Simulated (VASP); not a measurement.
Here is a VASP 6.6.1 calculation.

The input POSCAR:

```
InGaAs2
1.0
    4.1532821680      0.0000000000      0.0000000000
    0.0000000000      4.1532821680      0.0000000000
    0.0000000000      0.0000000000      5.9223026300
In Ga As
1 1 2
Direct
    0.0000000000      0.0000000000      0.5000000000
    0.5000000000      0.5000000000      0.0000000000
    0.5000000000      0.0000000000      0.7698871174
    0.0000000000      0.5000000000      0.2301128826
```

File INCAR.step1:

```
SYSTEM = InGaAs2
PREC = Accurate
ENCUT = 520
ISMEAR = 0
SIGMA = 0.01
LREAL = .FALSE.
LASPH = .TRUE.
NELM = 80
NBANDS = 26
GGA = PE
ALGO = Normal
EDIFF = 1E-4
LWAVE = .TRUE.
LCHARG = .FALSE.
```

INCAR.step2

```
SYSTEM = InGaAs2
PREC = Accurate
ENCUT = 520
EDIFF = 1E-7
ISMEAR = 0
SIGMA = 0.01
LREAL = .FALSE.
LASPH = .TRUE.
NELM = 80
ALGO = Normal
ISIF = 2
LWAVE = .FALSE.
LCHARG = .TRUE.
METAGGA = R2SCAN
LMIXTAU = .TRUE.
LELF = .TRUE.
LVHAR = .TRUE.
NBANDS = 26
ISTART = 1
```

Contents of KPOINTS:

```
regular mesh
0
G
  8 8 6
  0 0 0
```

Potentials or basis: VASP PAW PBE potentials, release 64 (In_d, Ga_d, As).

The run is started by

```console
$ cat potpaw_PBE.64/In_d/POTCAR potpaw_PBE.64/Ga_d/POTCAR potpaw_PBE.64/As/POTCAR > POTCAR
$ cp INCAR.step1 INCAR
$ mpirun -np 1 vasp_std > vasp.out
$ cp INCAR.step2 INCAR
$ mpirun -np 1 vasp_std > vasp.out
```

(1) What does it give for the pressure?

(2) What does it give for the band gap on the k mesh?

Results:

(1) 0.0 GPa.

(2) 0.28 eV, direct.

Caveat: the PAW data sets were made with another functional, which shifts forces and pressure a little; spin-orbit coupling is left out, which moves the levels of the heavy elements.
